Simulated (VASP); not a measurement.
# Mg3Cd2Se5 (P1) in VASP: single point with PBE

Aim: the single point of Mg3Cd2Se5 with PBE.

Everything below comes from runs of VASP 6.6.1. Logs are shortened: lines on timing, memory, paths and dates and some standing lists are left out, and cuts for length are marked.

**1. The cell of the first run**

The typed cell holds 10 atoms: a = 3.980 Å, b = 3.980 Å, c = 14.248 Å, α = 98.03°, β = 98.03°, γ = 90.01°.

**2. Single point, PBE**

INCAR reads:

```
PREC     = Accurate       # precision mode
ENCUT    = 520            # plane-wave cutoff, eV
EDIFF    = 1E-6           # SCF threshold, eV
ISMEAR   = 0              # smearing method
SIGMA    = 0.1            # smearing width, eV
LREAL    = False          # projectors in reciprocal space
LASPH    = True           # aspherical terms in the spheres
NELM     = 100            # most SCF steps
ALGO     = Normal         # electronic algorithm
ISIF     = 2              # what is computed and relaxed
LWAVE    = False          # write WAVECAR
LCHARG   = False          # write CHGCAR
GGA      = PE             # functional
NBANDS   = 41             # bands
```

KPOINTS reads:

```
Automatic mesh
0
Gamma
  4 4 4
```

POSCAR reads:

```
Mg3Cd2Se5
1.0
   -0.0002615272     -3.9799997568      0.0001882789
    3.9801578517      0.0002556395     -0.0002119354
   -1.9899381577      1.9901756372     13.9670348513
Mg Cd Se
3 2 5
Direct
    0.9025404119      0.9025691629      0.8049156841
    0.4997016724      0.4999426596     -0.0000091246
    0.0979144866      0.0980461649      0.1950760956
    0.6987680326      0.6990844405      0.3983135060
    0.3011243948      0.3004331730      0.6017155895
    0.8025589339      0.8022469451      0.6050353083
    0.4029319365      0.4028976370      0.8056746528
   -0.0000809288     -0.0000836096      0.0000116960
    0.5974605192      0.5974675132      0.1943530334
    0.1970805408      0.1973959132      0.3949135589
```

Potentials or basis: VASP PAW PBE potentials, release 64 (Mg, Cd, Se).

The run is started by

```bash
> cat potpaw_PBE.64/Mg/POTCAR potpaw_PBE.64/Cd/POTCAR potpaw_PBE.64/Se/POTCAR > POTCAR
> mpirun -np 1 vasp_std > vasp.out
```

OUTCAR:

```text
PREC = Accurate
   ENCUT = 520
   EDIFF = 1E-6
   ISMEAR = 0
   LREAL = False
   LASPH = True
   NELM = 100
   ISIF = 2
   GGA = PE

 ion  position               nearest neighbor table
   1  0.903  0.903  0.805-   8 2.72   6 2.79   7 2.81   7 2.81   7 2.81   7 2.81
   2  0.500  0.500  1.000-   7 2.71   9 2.71   8 2.81   8 2.81   8 2.81   8 2.82
   3  0.098  0.098  0.195-   8 2.72  10 2.79   9 2.81   9 2.81   9 2.81   9 2.82
   4  0.699  0.699  0.398-  10 2.81  10 2.81  10 2.81  10 2.81   9 2.85   6 2.89
   5  0.301  0.300  0.602-   6 2.81   6 2.81   6 2.81   6 2.82   7 2.85  10 2.89
   6  0.803  0.802  0.605-   1 2.79   5 2.81   5 2.81   5 2.81   5 2.82   4 2.89
   7  0.403  0.403  0.806-   2 2.71   1 2.81   1 2.81   1 2.81   1 2.81   5 2.85
   8  1.000  1.000  0.000-   3 2.72   1 2.72   2 2.81   2 2.81   2 2.81   2 2.82
   9  0.597  0.597  0.194-   2 2.71   3 2.81   3 2.81   3 2.81   3 2.82   4 2.85
  10  0.197  0.197  0.395-   3 2.79   4 2.81   4 2.81   4 2.81   4 2.81   5 2.89

  LATTYP: Found a base centered monoclinic cell.
 ALAT       =    30.1167873792
 B/A-ratio  =     0.1868830052
 C/A-ratio  =     0.4730793118
 COS(beta)  =    -0.9830707871

  Lattice vectors:

 A1 = (  -5.9703775457,  -1.9906869162, -13.9666109805)
 A2 = (  -1.9904812212,  -5.9704310335, -13.9666346370)
 A3 = (   1.9902196940,   1.9904312767,  13.9668229159)

Analysis of symmetry for initial positions (statically):
=====================================================================
 Subroutine PRICEL returns:
 Original cell was already a primitive cell.

 Routine SETGRP: Setting up the symmetry group for a
 base centered monoclinic supercell.

 Subroutine GETGRP returns: Found  1 space group operations
 (whereof  1 operations were pure point group operations)
 out of a pool of  4 trial point group operations.

The static configuration has the point symmetry C_1 .

Analysis of symmetry for dynamics (positions and initial velocities):
=====================================================================
 Subroutine PRICEL returns:
 Original cell was already a primitive cell.

 Routine SETGRP: Setting up the symmetry group for a
 base centered monoclinic supercell.

 Subroutine GETGRP returns: Found  1 space group operations
 (whereof  1 operations were pure point group operations)
 out of a pool of  4 trial point group operations.

The dynamic configuration has the point symmetry C_1 .

 Subroutine INISYM returns: Found  1 space group operations
 (whereof  1 operations are pure point group operations),
 and found     1 'primitive' translations

----------------------------------------------------------------------------------------

                                     Primitive cell

  volume of cell :     221.2520

  direct lattice vectors                    reciprocal lattice vectors
    -0.000261527 -3.979999757  0.000188279     0.000018044 -0.251254604  0.035804070
     3.980157852  0.000255640 -0.000211935     0.251248224 -0.000014816  0.035798430
    -1.989938158  1.990175637 13.967034851     0.000003812  0.000003387  0.071597218

  length of vectors
     3.979999770  3.980157866 14.247761771     0.253792844  0.253785732  0.071597219

  position of ions in fractional coordinates (direct lattice)
     0.902540412  0.902569163  0.804915684
     0.499701672  0.499942660  0.999990875
     0.097914487  0.098046165  0.195076096
     0.698768033  0.699084441  0.398313506
     0.301124395  0.300433173  0.601715590
     0.802558934  0.802246945  0.605035308
     0.402931937  0.402897637  0.805674653
     0.999919071  0.999916390  0.000011696
     0.597460519  0.597467513  0.194353033
     0.197080541  0.197395913  0.394913559

  ion indices of the primitive-cell ions
   primitive index   ion index
                 1           1
                 2           2
                 3           3
                 4           4
                 5           5
                 6           6
                 7           7
                 8           8
                 9           9
                10          10

----------------------------------------------------------------------------------------

 KPOINTS: Automatic mesh

Automatic generation of k-mesh.
 Grid dimensions read from file:
 generate k-points for:    4    4    4

 Generating k-lattice:

  Cartesian coordinates                     Fractional coordinates (reciprocal lattice)
     0.000004511 -0.062813651  0.008951018     0.250000000  0.000000000  0.000000000
     0.062812056 -0.000003704  0.008949607    -0.000000000  0.250000000 -0.000000000
     0.000000953  0.000000847  0.017899305     0.000000000 -0.000000000  0.250000000

  Length of vectors
     0.063448211  0.063446433  0.017899305

  Shift w.r.t. Gamma in fractional coordinates (k-lattice)
     0.000000000  0.000000000  0.000000000

 Subroutine IBZKPT returns following result:
 ===========================================

 Found     36 irreducible k-points:

 Following reciprocal coordinates:
            Coordinates               Weight
  0.000000  0.000000  0.000000      1.000000
  0.250000  0.000000  0.000000      2.000000
 -0.250000  0.000000  0.250000      2.000000
  0.500000  0.000000  0.000000      1.000000
  0.500000 -0.000000  0.500000      1.000000
 -0.000000  0.250000 -0.000000      2.000000
[... 16 lines left out ...]
  0.000000 -0.250000  0.500000      2.000000
  0.250000  0.250000  0.250000      2.000000
 [... further k-points ...]
   k-points           NKPTS =     36   k-points in BZ     NKDIM =     36   number of bands    NBANDS=     41
   number of dos      NEDOS =    301   number of ions     NIONS =     10
   total plane-waves  NPLWV =  97200
   dimension x,y,z NGX =    30 NGY =   30 NGZ =  108
   dimension x,y,z NGXF=    60 NGYF=   60 NGZF=  216
   ions per type =               3   2   5
   NGX,Y,Z   is equivalent  to a cutoff of  12.53, 12.53, 12.60 a.u.
   NGXF,Y,Z  is equivalent  to a cutoff of  25.06, 25.06, 25.20 a.u.
 SYSTEM =  unknown system
   PREC   = accura    normal or accurate (medium, high low for compatibility)
   ISTART =      0    job   : 0-new  1-cont  2-samecut
   ICHARG =      2    charge: 1-file 2-atom 10-const
   ISPIN  =      1    spin polarized calculation?
   LNONCOLLINEAR =      F non collinear calculations
   LSORBIT =      F    spin-orbit coupling
   LASPH  =      T    aspherical Exc in radial PAW
   ENCUT  =  520.0 eV  38.22 Ry    6.18 a.u.   7.40  7.40 26.49*2*pi/ulx,y,z
   NELM   =    100;   NELMIN=  2; NELMDL= -5     # of ELM steps
   EDIFF  = 0.1E-05   stopping-criterion for ELM
   LREAL  =      F    real-space projection
   EDIFFG = 0.1E-04   stopping-criterion for IOM
   NSW    =      0    number of steps for IOM
   IBRION =     -1    ionic relax: 0-MD 1-quasi-New 2-CG
   NFREE  =      0    steps in history (QN), initial steepest desc. (CG)
   ISIF   =      2    stress and relaxation
   ISYM   =      2    0-nonsym 1-usesym 2-fastsym
   POTIM  = 0.5000    time-step for ionic-motion
   TEBEG  =    0.0;   TEEND  =   0.0 temperature during run
   PSTRESS=    0.0 pullay stress
   NELECT =      60.0000    total number of electrons
   NUPDOWN=      -1.0000    fix difference up-down
   EMIN   =  10.00;   EMAX   =-10.00  energy-range for DOS
   EFERMI =   0.00;   METHOD = LEGACY
   ISMEAR =     0;   SIGMA  =   0.10  broadening in eV -4-tet -1-fermi 0-gaus
   EFERMI_NEDOS =   21; number of points for ismear=-14 and -15
   IALGO  =     38    algorithm
   IMIX   =      4    mixing-type and parameters
     AMIX     =   0.40;   BMIX     =  1.00
     AMIX_MAG =   1.60;   BMIX_MAG =  1.00
  volume/ion in A,a.u.               =      22.13       149.31
  Fermi-wavevector in a.u.,A,eV,Ry     =   1.059651  2.002450 15.277441  1.122860
  Thomas-Fermi vector in A             =   2.195004
   LORBIT       =      0    0 simple, 1 ext, 2 COOP (PROOUT), +10 PAW based schemes
   GGA     = PE    functional components
   LHFCALC =     F    Hartree Fock is set to
   AEXX    =    0.0000 exact exchange contribution
   IVDW    =     0    specifies the selected vdW correction
   LEPSILON=     F    determine dielectric tensor
   LRPA    =     F    only Hartree local field effects (RPA)
 non-spin polarized calculation
 Gauss-broadening in eV      SIGMA  =   0.10
  energy-cutoff  :      520.00
  volume of cell :      221.25
 maximum number of plane-waves:      6011
 NGX is ok and might be reduce to    30
   NGX = 15   NGY = 15   NGZ = 53

 number of electron      60.0000010 magnetization

 Free energy of the ion-electron system (eV)
  ---------------------------------------------------
  ext. energy  EPLUGINS =         0.00000000
  ---------------------------------------------------
  free energy    TOTEN  =       -32.59697813 eV

  energy without entropy =      -32.59651962  energy(sigma->0) =      -32.59674887

 E-fermi :   2.9743     XC(G=0):  -9.6146

 val. band max:        2.7755397831   @ k =  -0.0000   0.5000   0.5000
 cond. band min:       3.1061727377   @ k =   0.0000   0.0000   0.5000
 fundamental gap:      0.3306329545
 Fermi energy:         2.9743110959

 k-point     1 :       0.0000    0.0000    0.0000
  band No.  band energies     occupation
      1     -10.1756      2.00000
      2      -9.8055      2.00000
      3      -9.7696      2.00000
      4      -9.3017      2.00000
      5      -8.9138      2.00000
      6      -5.2967      2.00000
[... 33 lines left out ...]
     40       8.9312      0.00000
     41       9.0850      0.00000

 k-point     2 :       0.2500    0.0000    0.0000
  band No.  band energies     occupation
      1      -9.8656      2.00000
      2      -9.5984      2.00000
      3      -9.4877      2.00000
      4      -9.1906      2.00000
      5      -8.8880      2.00000
      6      -5.3280      2.00000
[... 957 lines left out ...]
     40       9.4792      0.00000
     41       9.5776      0.00000

 k-point    24 :       0.2500    0.2500    0.2500
  band No.  band energies     occupation
      1      -9.6376      2.00000
      2      -9.4752      2.00000
      3      -9.2894      2.00000
      4      -9.0864      2.00000
      5      -8.8525      2.00000
      6      -5.3620      2.00000
[... 33 lines left out ...]
     40       8.8114      0.00000
     41       9.0364      0.00000

 [... further k-points ...]
[... 5 lines left out ...]
  --------------------------------------------------------------------------------------
  -------------------------------------------------------------------------------------
  Total        0.1862414      0.1901761      0.1389452     -0.0061911      0.0015016      0.0016026
  in kB        1.3486513      1.3771436      1.0061594     -0.0448322      0.0108739      0.0116053
  external PRESSURE =       1.2439848 kB  Pullay stress =       0.0000000 kB

 VOLUME and BASIS-vectors are now :
 -----------------------------------------------------------------------------
  energy-cutoff  :      520.00
  volume of cell :      221.25
      direct lattice vectors                 reciprocal lattice vectors
    -0.000261527 -3.979999757  0.000188279     0.000018044 -0.251254604  0.035804070
     3.980157852  0.000255640 -0.000211935     0.251248224 -0.000014816  0.035798430
    -1.989938158  1.990175637 13.967034851     0.000003812  0.000003387  0.071597218

 POSITION                                       TOTAL-FORCE (eV/Angst)
 -----------------------------------------------------------------------------------
      1.99040     -1.98996     11.24226        -0.000345     -0.000023     -0.000519
     -0.00020      0.00147     13.96690        -0.000135     -0.001069      0.002200
      0.00202     -0.00144      2.72463        -0.001410      0.000820      0.001575
      1.98966     -1.98820      5.56324         0.000128     -0.000402      0.003367
     -0.00168     -0.00088      8.40418         0.001231      0.002278     -0.005951
      1.98888     -1.98985      8.45053        -0.000186     -0.001692      0.044287
      0.00025     -0.00013     11.25288        -0.000219      0.000614      0.024273
      3.97954     -3.97940      0.00014         0.000994     -0.000017     -0.001754
      1.99111     -1.99094      2.71452        -0.000456      0.001127     -0.027280
     -0.00024      0.00162      5.51577         0.000400     -0.001635     -0.040198
 -----------------------------------------------------------------------------------
    total drift:                                0.000093     -0.000022      0.000005

  FREE ENERGIE OF THE ION-ELECTRON SYSTEM (eV)
  ---------------------------------------------------
  free  energy   TOTEN  =       -32.5969781323 eV

  energy  without entropy=      -32.5965196161  energy(sigma->0) =      -32.59674887
```

It took 6 min on 1 thread of Oxide Virtual Turin-like, shared host; peak memory 0.44 GiB.

What came out:

| Property | Result |
| --- | --- |
| Free energy | -32.5970 eV |
| Pressure | 0.1 GPa |
| Largest force | 0.044 eV/Å |
| Band gap on the k mesh | 0.33 eV, indirect (least direct gap 0.71 eV) |

Forces on the atoms (eV/Å):
```
Mg   0.000  0.000 -0.001
Mg   0.000 -0.001  0.002
Mg  -0.001  0.001  0.002
Cd   0.000  0.000  0.003
Cd   0.001  0.002 -0.006
Se   0.000 -0.002  0.044
Se   0.000  0.001  0.024
Se   0.001  0.000 -0.002
Se   0.000  0.001 -0.027
Se   0.000 -0.002 -0.040
```

Levels at points of the mesh, in eV from the valence-band top:
| k point | band 28 | band 29 | band 30 | band 31 | band 32 | band 33 |
| --- | --- | --- | --- | --- | --- | --- |
| (0.00, 0.00, 0.00) | -0.42 | -0.31 | -0.31 | 0.49 | 1.00 | 1.77 |
| (0.50, 0.00, 0.00) | -0.42 | 0.00 | 0.00 | 3.29 | 3.72 | 3.97 |
| (0.50, 0.00, 0.50) | -0.42 | 0.00 | 0.00 | 3.29 | 3.72 | 3.97 |
| (0.00, 0.50, 0.00) | -0.42 | 0.00 | 0.00 | 3.29 | 3.72 | 3.97 |
| (0.00, 0.50, 0.50) | -0.42 | 0.00 | 0.00 | 3.29 | 3.72 | 3.97 |
| (0.50, 0.50, 0.00) | -2.02 | -1.99 | -1.87 | 0.48 | 0.97 | 2.10 |
| (0.00, 0.00, 0.50) | -0.70 | -0.38 | -0.37 | 0.33 | 1.79 | 2.46 |
| (0.50, 0.50, 0.50) | -2.02 | -1.99 | -1.87 | 0.48 | 0.97 | 2.10 |
